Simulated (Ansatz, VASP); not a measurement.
One calculation of Ba, two programs

```
Ba
1.0
     3.63689    0.00000    0.00000
     0.00000    3.63689    0.00000
     0.00000    0.00000    3.63689
Ba
1
Direct
  0.00000 0.00000 0.00000
```

Alike in both runs: task single point; functional PBEsol; dispersion D3(BJ); k mesh 7 × 7 × 7; occupations gaussian, width 0.01 eV; non-collinear spin, spin-orbit coupling.

|  | VASP | Ansatz |
| --- | --- | --- |
| version | VASP 6.6.1 | Ansatz 0.2.0 |
| potentials or method | VASP PAW PBE potentials, release 64 (Ba_sv), cutoff 520 eV | all-electron LAPW, relativistic spinors |

VASP gave:

* pressure (GPa): 0.1
* net moment per atom (μB): 0.00

What did Ansatz give for the same quantities?

Pressure (GPa): -0.3; net moment per atom (μB): 0.00.

VASP's potentials were made for PBE, not for PBEsol. Ansatz ran all-electron here, and VASP with PAW potentials.
